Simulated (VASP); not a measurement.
Set up this calculation in VASP 6.6.1, as the native input.

```
Task                   : single point
Functional             : LDA
Potentials or basis    : VASP PAW LDA potentials, release 64 (Mg, O)
Cutoff                 : 520 eV
k mesh                 : 4 × 4 × 4
Occupations            : gaussian, width 0.05 eV
Spin                   : no spin polarisation
Dipole correction      : no
Further INCAR settings : ALGO = Normal; EDIFF = 1e-06; NBANDS = 36
```

The structure of MgO lies in POSCAR:

```
MgO
1.0
    5.5230736673      0.0000000000      0.0000000000
    0.0000000000      5.5230736673      0.0000000000
    0.0000000000      0.0000000000      5.5230736673
Mg O
6 6
Direct
    0.2500000000      0.0028607608      0.5000000000
    0.0000000000      0.4971392392      0.2500000000
    0.5000000000      0.7500000000      0.0000000000
    0.7500000000      0.0028607608      0.5000000000
    0.0000000000      0.4971392392      0.7500000000
    0.5000000000      0.2500000000      0.0000000000
    0.2500000000      0.5269435965      0.0000000000
    0.5000000000     -0.0269435965      0.2500000000
    0.0000000000      0.7500000000      0.5000000000
    0.7500000000      0.5269435965      0.0000000000
    0.5000000000     -0.0269435965      0.7500000000
    0.0000000000      0.2500000000      0.5000000000
```

This cell differs from its parent crystal: mode 14 frozen in at -0.043 Å and mode 24 at +0.115 Å (largest displacements).

The input as run:

INCAR

```
SYSTEM = MgO
PREC = Accurate ; ENCUT = 520
EDIFF = 1E-6 ; ISMEAR = 0
SIGMA = 0.05 ; LREAL = .False.
LASPH = .True. ; NELM = 60
ALGO = Normal ; ISIF = 2
LWAVE = .False. ; LCHARG = .False.
GGA = CA ; NBANDS = 36
```

KPOINTS

```
Automatic mesh
0
Gamma
  4 4 4
  0 0 0
```

Potentials or basis: VASP PAW LDA potentials, release 64 (Mg, O).

Run with:

```sh
$ cat potpaw_LDA.64/Mg/POTCAR potpaw_LDA.64/O/POTCAR > POTCAR
$ mpirun -np 1 vasp_std > vasp.out
```

It gave:

```json
{
  "Pressure": "0.0 GPa",
  "Largest force": "2.175 eV/Å",
  "Band gap on the k mesh": "2.70 eV, direct"
}
```

Caveat: the cell differs from its parent crystal (mode 14 frozen in at -0.043 Å and mode 24 at +0.115 Å (largest displacements)); forces of over 1 eV/Å act on the atoms, so gaps and moduli don't describe the material at rest.

Run time: 110 s on 1 thread of Intel Xeon 6975P-C (shared host), peak memory 0.25 GiB.
